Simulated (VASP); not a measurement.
# SnO (Romarchite) (P4/nmm) in VASP: notebook

SnO (Romarchite) is run at these levels: PBE; tasks: single point.

Everything below comes from runs of VASP 6.6.1. Logs are shortened: lines on timing, memory, paths and dates and some standing lists are left out, and cuts for length are marked.

### Step 1. The cell of the first run

The structure is tetragonal, space group P4/nmm (No. 129). The conventional cell has a = 3.849 Å, b = 3.849 Å, c = 4.905 Å, α = 90.00°, β = 90.00°, γ = 90.00°. Within 3.0 Å of Sn (site symmetry 4mm) lie 4 O at 2.25 Å. O (site symmetry -4m2) has 4 Sn at 2.25 Å and 4 O at 2.72 Å within 3.0 Å.

### Step 2. Single point, PBE

INCAR

```
PREC = Accurate ; ENCUT = 520
EDIFF = 1E-7 ; ISMEAR = 0
SIGMA = 0.01 ; LREAL = F
LASPH = T ; NELM = 100
ALGO = Normal ; ISIF = 2
LWAVE = F ; LCHARG = F
GGA = PE ; NBANDS = 28
```

KPOINTS

```
Automatic mesh
0
Gamma
  5 5 4
```

POSCAR

```
SnO
1.0
    3.8485873114      0.0000000000      0.0000000000
    0.0000000000      3.8485873114      0.0000000000
    0.0000000000      0.0000000000      4.9045020420
Sn O
2 2
Direct
    0.5000000000      0.0000000000      0.2369000000
    0.0000000000      0.5000000000      0.7631000000
    0.0000000000      0.0000000000      0.0000000000
    0.5000000000      0.5000000000      0.0000000000
```

Potentials or basis: VASP PAW PBE potentials, release 64 (Sn_d, O).

On the command line:

```
cat potpaw_PBE.64/Sn_d/POTCAR potpaw_PBE.64/O/POTCAR > POTCAR
mpirun -np 1 vasp_std > vasp.out
```

OUTCAR:

```text
PREC = Accurate
   ENCUT = 520
   EDIFF = 1E-7
   ISMEAR = 0
   LREAL = F
   LASPH = T
   NELM = 100
   ISIF = 2
   GGA = PE

 ion  position               nearest neighbor table
   1  0.500  0.000  0.237-   3 2.25   4 2.25   4 2.25   3 2.25   2 3.58   2 3.58   2 3.58   2 3.58
                             2 3.75   2 3.75   2 3.75   2 3.75
   2  0.000  0.500  0.763-   3 2.25   4 2.25   3 2.25   4 2.25   1 3.58   1 3.58   1 3.58   1 3.58
                             1 3.75   1 3.75   1 3.75   1 3.75
   3  0.000  0.000  0.000-   1 2.25   2 2.25   2 2.25   1 2.25
   4  0.500  0.500  0.000-   1 2.25   2 2.25   1 2.25   2 2.25

  LATTYP: Found a simple tetragonal cell.
 ALAT       =     3.8485873114
 C/A-ratio  =     1.2743642394

  Lattice vectors:

 A1 = (   3.8485873114,   0.0000000000,   0.0000000000)
 A2 = (   0.0000000000,   3.8485873114,   0.0000000000)
 A3 = (   0.0000000000,   0.0000000000,   4.9045020420)

Analysis of symmetry for initial positions (statically):
=====================================================================
 Subroutine PRICEL returns:
 Original cell was already a primitive cell.

 Routine SETGRP: Setting up the symmetry group for a
 simple tetragonal supercell.

 Subroutine GETGRP returns: Found 16 space group operations
 (whereof  8 operations were pure point group operations)
 out of a pool of 16 trial point group operations.

The static configuration has the point symmetry D_2d.
 The point group associated with its full space group is D_4h.

Analysis of symmetry for dynamics (positions and initial velocities):
=====================================================================
 Subroutine PRICEL returns:
 Original cell was already a primitive cell.

 Routine SETGRP: Setting up the symmetry group for a
 simple tetragonal supercell.

 Subroutine GETGRP returns: Found 16 space group operations
 (whereof  8 operations were pure point group operations)
 out of a pool of 16 trial point group operations.

The dynamic configuration has the point symmetry D_2d.
 The point group associated with its full space group is D_4h.

 Subroutine INISYM returns: Found 16 space group operations
 (whereof  8 operations are pure point group operations),
 and found     1 'primitive' translations

----------------------------------------------------------------------------------------

                                     Primitive cell

  volume of cell :      72.6436

  direct lattice vectors                    reciprocal lattice vectors
     3.848587311  0.000000000  0.000000000     0.259835602  0.000000000  0.000000000
     0.000000000  3.848587311  0.000000000     0.000000000  0.259835602  0.000000000
     0.000000000  0.000000000  4.904502042     0.000000000  0.000000000  0.203894298

  length of vectors
     3.848587311  3.848587311  4.904502042     0.259835602  0.259835602  0.203894298

  position of ions in fractional coordinates (direct lattice)
     0.500000000  0.000000000  0.236900000
     0.000000000  0.500000000  0.763100000
     0.000000000  0.000000000  0.000000000
     0.500000000  0.500000000  0.000000000

  ion indices of the primitive-cell ions
   primitive index   ion index
                 1           1
                 2           2
                 3           3
                 4           4

----------------------------------------------------------------------------------------

 KPOINTS: Automatic mesh

Automatic generation of k-mesh.
 Grid dimensions read from file:
 generate k-points for:    5    5    4

 Generating k-lattice:

  Cartesian coordinates                     Fractional coordinates (reciprocal lattice)
     0.051967120  0.000000000  0.000000000     0.200000000  0.000000000  0.000000000
     0.000000000  0.051967120  0.000000000     0.000000000  0.200000000  0.000000000
     0.000000000  0.000000000  0.050973574     0.000000000  0.000000000  0.250000000

  Length of vectors
     0.051967120  0.051967120  0.050973574

  Shift w.r.t. Gamma in fractional coordinates (k-lattice)
     0.000000000  0.000000000  0.000000000

 Subroutine IBZKPT returns following result:
 ===========================================

 Found     18 irreducible k-points:

 Following reciprocal coordinates:
            Coordinates               Weight
  0.000000  0.000000  0.000000      1.000000
  0.200000  0.000000  0.000000      4.000000
  0.400000  0.000000  0.000000      4.000000
  0.200000  0.200000  0.000000      4.000000
  0.400000  0.200000  0.000000      8.000000
  0.400000  0.400000  0.000000      4.000000
[... 10 lines left out ...]
  0.400000  0.200000  0.500000      8.000000
  0.400000  0.400000  0.500000      4.000000
   k-points           NKPTS =     18   k-points in BZ     NKDIM =     18   number of bands    NBANDS=     28
   number of dos      NEDOS =    301   number of ions     NIONS =      4
   total plane-waves  NPLWV =  32400
   dimension x,y,z NGX =    30 NGY =   30 NGZ =   36
   dimension x,y,z NGXF=    60 NGYF=   60 NGZF=   72
   ions per type =               2   2
   NGX,Y,Z   is equivalent  to a cutoff of  12.96, 12.96, 12.20 a.u.
   NGXF,Y,Z  is equivalent  to a cutoff of  25.92, 25.92, 24.41 a.u.
 SYSTEM =  unknown system
   PREC   = accura    normal or accurate (medium, high low for compatibility)
   ISTART =      0    job   : 0-new  1-cont  2-samecut
   ICHARG =      2    charge: 1-file 2-atom 10-const
   ISPIN  =      1    spin polarized calculation?
   LNONCOLLINEAR =      F non collinear calculations
   LSORBIT =      F    spin-orbit coupling
   LASPH  =      T    aspherical Exc in radial PAW
   ENCUT  =  520.0 eV  38.22 Ry    6.18 a.u.   7.16  7.16  9.12*2*pi/ulx,y,z
   NELM   =    100;   NELMIN=  2; NELMDL= -5     # of ELM steps
   EDIFF  = 0.1E-06   stopping-criterion for ELM
   LREAL  =      F    real-space projection
   EDIFFG = 0.1E-05   stopping-criterion for IOM
   NSW    =      0    number of steps for IOM
   IBRION =     -1    ionic relax: 0-MD 1-quasi-New 2-CG
   NFREE  =      0    steps in history (QN), initial steepest desc. (CG)
   ISIF   =      2    stress and relaxation
   ISYM   =      2    0-nonsym 1-usesym 2-fastsym
   POTIM  = 0.5000    time-step for ionic-motion
   TEBEG  =    0.0;   TEEND  =   0.0 temperature during run
   PSTRESS=    0.0 pullay stress
   NELECT =      40.0000    total number of electrons
   NUPDOWN=      -1.0000    fix difference up-down
   EMIN   =  10.00;   EMAX   =-10.00  energy-range for DOS
   EFERMI =   0.00;   METHOD = LEGACY
   ISMEAR =     0;   SIGMA  =   0.01  broadening in eV -4-tet -1-fermi 0-gaus
   EFERMI_NEDOS =   21; number of points for ismear=-14 and -15
   IALGO  =     38    algorithm
   IMIX   =      4    mixing-type and parameters
     AMIX     =   0.40;   BMIX     =  1.00
     AMIX_MAG =   1.60;   BMIX_MAG =  1.00
  volume/ion in A,a.u.               =      18.16       122.56
  Fermi-wavevector in a.u.,A,eV,Ry     =   1.341824  2.535680 24.497184  1.800492
  Thomas-Fermi vector in A             =   2.470027
   LORBIT       =      0    0 simple, 1 ext, 2 COOP (PROOUT), +10 PAW based schemes
   GGA     = PE    functional components
   LHFCALC =     F    Hartree Fock is set to
   AEXX    =    0.0000 exact exchange contribution
   IVDW    =     0    specifies the selected vdW correction
   LEPSILON=     F    determine dielectric tensor
   LRPA    =     F    only Hartree local field effects (RPA)
 non-spin polarized calculation
 Gauss-broadening in eV      SIGMA  =   0.01
  energy-cutoff  :      520.00
  volume of cell :       72.64
 maximum number of plane-waves:      1974
 NGX is ok and might be reduce to    30
   NGX = 15   NGY = 15   NGZ = 19

 number of electron      40.0000012 magnetization

 Free energy of the ion-electron system (eV)
  ---------------------------------------------------
  ext. energy  EPLUGINS =         0.00000000
  ---------------------------------------------------
  free energy    TOTEN  =       -22.71415642 eV

  energy without entropy =      -22.71415642  energy(sigma->0) =      -22.71415642

 E-fermi :   6.7088     XC(G=0): -10.0681

 val. band max:        6.6617450853   @ k =   0.0000   0.0000   0.0000
 cond. band min:       7.2836775602   @ k =   0.4000   0.4000   0.0000
 fundamental gap:      0.6219324748
 Fermi energy:         6.7088489577

 k-point     1 :       0.0000    0.0000    0.0000
  band No.  band energies     occupation
      1     -15.1906      2.00000
      2     -14.8106      2.00000
      3     -14.8106      2.00000
      4     -14.8106      2.00000
      5     -14.7768      2.00000
      6     -14.7643      2.00000
[... 20 lines left out ...]
     27      13.4293      0.00000
     28      13.8974      0.00000

 k-point     2 :       0.2000    0.0000    0.0000
  band No.  band energies     occupation
      1     -15.1698      2.00000
      2     -14.8384      2.00000
      3     -14.8038      2.00000
      4     -14.8028      2.00000
      5     -14.7798      2.00000
      6     -14.7794      2.00000
[... 20 lines left out ...]
     27      13.7859      0.00000
     28      16.1892      0.00000

 k-point     3 :       0.4000    0.0000    0.0000
  band No.  band energies     occupation
      1     -15.1112      2.00000
      2     -14.9992      2.00000
      3     -14.7884      2.00000
      4     -14.7860      2.00000
      5     -14.7831      2.00000
      6     -14.7739      2.00000
[... 20 lines left out ...]
     27      14.4922      0.00000
     28      16.1303      0.00000

 k-point     4 :       0.2000    0.2000    0.0000
  band No.  band energies     occupation
      1     -15.1568      2.00000
      2     -14.9042      2.00000
      3     -14.8120      2.00000
      4     -14.7918      2.00000
      5     -14.7812      2.00000
      6     -14.7780      2.00000
[... 392 lines left out ...]
     27      16.4282      0.00000
     28      16.7835      0.00000

 k-point    17 :       0.4000    0.2000    0.5000
  band No.  band energies     occupation
      1     -15.1149      2.00000
      2     -15.0374      2.00000
      3     -14.8025      2.00000
      4     -14.7963      2.00000
      5     -14.7707      2.00000
      6     -14.7681      2.00000
[... 20 lines left out ...]
     27      16.5882      0.00000
     28      16.8144      0.00000

 k-point    18 :       0.4000    0.4000    0.5000
  band No.  band energies     occupation
      1     -15.1107      2.00000
      2     -15.0834      2.00000
      3     -14.7897      2.00000
      4     -14.7810      2.00000
      5     -14.7633      2.00000
      6     -14.7604      2.00000
[... 20 lines left out ...]
     27      16.5649      0.00000
     28      16.6657      0.00000

------------------------ aborting loop because EDIFF is reached ----------------------------------------

  FORCE on cell =-STRESS in cart. coord.  units (eV):
  Direction    XX          YY          ZZ          XY          YZ          ZX
  --------------------------------------------------------------------------------------
  -------------------------------------------------------------------------------------
  Total        0.5986112      0.5986112      0.4985062      0.0000000     -0.0000000      0.0000000
  in kB       13.2025490     13.2025490     10.9947031      0.0000000     -0.0000000      0.0000000
  external PRESSURE =      12.4666004 kB  Pullay stress =       0.0000000 kB

 VOLUME and BASIS-vectors are now :
 -----------------------------------------------------------------------------
  energy-cutoff  :      520.00
  volume of cell :       72.64
      direct lattice vectors                 reciprocal lattice vectors
     3.848587311  0.000000000  0.000000000     0.259835602  0.000000000  0.000000000
     0.000000000  3.848587311  0.000000000     0.000000000  0.259835602  0.000000000
     0.000000000  0.000000000  4.904502042     0.000000000  0.000000000  0.203894298

 POSITION                                       TOTAL-FORCE (eV/Angst)
 -----------------------------------------------------------------------------------
      1.92429      0.00000      1.16188        -0.000000      0.000000      0.038395
      0.00000      1.92429      3.74263         0.000000      0.000000     -0.038395
      0.00000      0.00000      0.00000         0.000000      0.000000      0.000000
      1.92429      1.92429      0.00000         0.000000     -0.000000      0.000000
 -----------------------------------------------------------------------------------
    total drift:                                0.000000      0.000000      0.000000

  FREE ENERGIE OF THE ION-ELECTRON SYSTEM (eV)
  ---------------------------------------------------
  free  energy   TOTEN  =       -22.7141564178 eV

  energy  without entropy=      -22.7141564178  energy(sigma->0) =      -22.71415642
```

Run time: 26 s. Hardware: 1 thread of Intel Xeon Platinum 8375C at 2.90GHz (Ice Lake), shared host; peak memory 0.19 GiB.

What came out:

| Property | Result |
| --- | --- |
| Free energy | -22.7142 eV |
| Pressure | 1.2 GPa |
| Largest force | 0.038 eV/Å |
| Band gap on the k mesh | 0.62 eV, indirect (least direct gap 2.03 eV) |

Forces in eV/Å, atoms in the order of the input:
```
Sn   0.000  0.000  0.038
Sn   0.000  0.000 -0.038
O    0.000  0.000  0.000
O    0.000  0.000  0.000
```

Stress tensor (GPa, compression positive):
```
1.32 0.00 0.00
0.00 1.32 0.00
0.00 0.00 1.10
```

Levels at points of the mesh, in eV from the valence-band top:
```csv
k point,band 16,band 17,band 18,band 19,band 20,band 21,band 22,band 23,band 24,band 25
"(0.00, 0.00, 0.00)",-5.97,-3.27,-2.97,-2.97,0.00,2.03,4.37,4.69,4.69,5.67
"(0.00, 0.00, 0.50)",-3.33,-3.22,-2.99,-2.99,-2.05,1.73,3.04,3.04,3.67,7.91
```

Caveat: spin-orbit coupling is left out, which moves the levels of the heavy elements.

### Step 3. Single point, PBE

This run uses another cell than the first one, of 18.51 Å³/atom, 1.019 times its volume.

INCAR

```
SYSTEM = SnO
  ALGO = Normal
  EDIFF = 1E-7
  ENCUT = 520
  GGA = PE
  ISIF = 2
  ISMEAR = 0
  LASPH = .True.
  LCHARG = .False.
  LREAL = .False.
  LWAVE = .False.
  NBANDS = 28
  NELM = 80
  PREC = Accurate
  SIGMA = 0.01
```

KPOINTS

```
k-points
0
Gamma
  5 5 4
  0 0 0
```

POSCAR

```
SnO
1.0
    3.8731012673      0.0000000000      0.0000000000
    0.0000000000      3.8731012673      0.0000000000
    0.0000000000      0.0000000000      4.9357417508
Sn O
2 2
Direct
    0.5000000000      0.0000000000      0.2369000000
    0.0000000000      0.5000000000      0.7631000000
    0.0000000000      0.0000000000      0.0000000000
    0.5000000000      0.5000000000      0.0000000000
```

Potentials or basis: VASP PAW PBE potentials, release 64 (Sn_d, O).

On the command line:

```
cat potpaw_PBE.64/Sn_d/POTCAR potpaw_PBE.64/O/POTCAR > POTCAR
mpirun -np 1 vasp_std > vasp.out
```

Wall time 29 s (1 thread of Intel Xeon Platinum 8375C at 2.90GHz (Ice Lake), shared host); peak memory 0.19 GiB.

Results (log left out):

* Free energy: -22.7188 eV
* Pressure: -0.4 GPa
* Largest force: 0.205 eV/Å
* Band gap on the k mesh: 0.68 eV, indirect (least direct gap 2.01 eV)

Forces in eV/Å, atoms in the order of the input:
```
Sn   0.000  0.000 -0.205
Sn   0.000  0.000  0.205
O    0.000  0.000  0.000
O    0.000  0.000  0.000
```

Stress tensor (GPa, compression positive):
```
-0.47  0.00  0.00
 0.00 -0.47  0.00
 0.00  0.00 -0.31
```

Levels at points of the mesh, in eV from the valence-band top:
| k point | band 16 | band 17 | band 18 | band 19 | band 20 | band 21 | band 22 | band 23 | band 24 | band 25 |
| --- | --- | --- | --- | --- | --- | --- | --- | --- | --- | --- |
| (0.00, 0.00, 0.00) | -5.78 | -3.13 | -2.83 | -2.83 | 0.00 | 2.01 | 4.39 | 4.69 | 4.69 | 5.65 |
| (0.00, 0.00, 0.50) | -3.26 | -3.19 | -2.85 | -2.85 | -1.95 | 1.76 | 3.07 | 3.07 | 3.67 | 7.86 |

Caveat: spin-orbit coupling is left out, which moves the levels of the heavy elements. A k mesh can miss the band edges.
